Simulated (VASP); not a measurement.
Here is a VASP 6.6.1 calculation.

Contents of POSCAR:

```
NaH
1.0
    0.0000000000      2.3975116377      2.3975116377
    2.3975116377      0.0000000000      2.3975116377
    2.3975116377      2.3975116377      0.0000000000
Na H
1 1
Direct
    0.0000000000      0.0000000000      0.0000000000
    0.5000000000      0.5000000000      0.5000000000
```

The input INCAR.step1:

```
SYSTEM = NaH
ALGO = Normal ; EDIFF = 1E-5
ENCUT = 520 ; GGA = PE
ISIF = 2 ; ISMEAR = 0
LASPH = .TRUE. ; LCHARG = .FALSE.
LREAL = .FALSE. ; LWAVE = .TRUE.
NBANDS = 11 ; NELM = 80
PREC = Accurate ; SIGMA = 0.01
```

The input INCAR.step2:

```
SYSTEM = NaH
ALGO = Normal ; EDIFF = 1E-6
ENCUT = 520 ; GGA = PE
HFSCREEN = 0.2079 ; ISIF = 2
ISMEAR = 0 ; ISTART = 1
LASPH = .TRUE. ; LCHARG = .FALSE.
LHFCALC = .TRUE. ; LREAL = .FALSE.
LWAVE = .FALSE. ; NBANDS = 11
NELM = 80 ; PREC = Accurate
PRECFOCK = Normal ; SIGMA = 0.01
```

KPOINTS

```
k-points
0
G
  6 6 6
  0 0 0
```

Potentials or basis: VASP PAW PBE potentials, release 64 (Na_pv, H).

Run with:

```sh
$ cat potpaw_PBE.64/Na_pv/POTCAR potpaw_PBE.64/H/POTCAR > POTCAR
$ cp INCAR.step1 INCAR
$ mpirun -np 1 vasp_std > vasp.out
$ cp INCAR.step2 INCAR
$ mpirun -np 1 vasp_std > vasp.out
```

Question: Estimate the band gap on the k mesh.

Answer: 4.89 eV (least direct gap 5.81 eV).

Question: Predict the pressure.

Answer: 0.2 GPa.

Caveat: the PAW data sets were made with another functional, which shifts forces and pressure a little. A k mesh can miss the band edges.
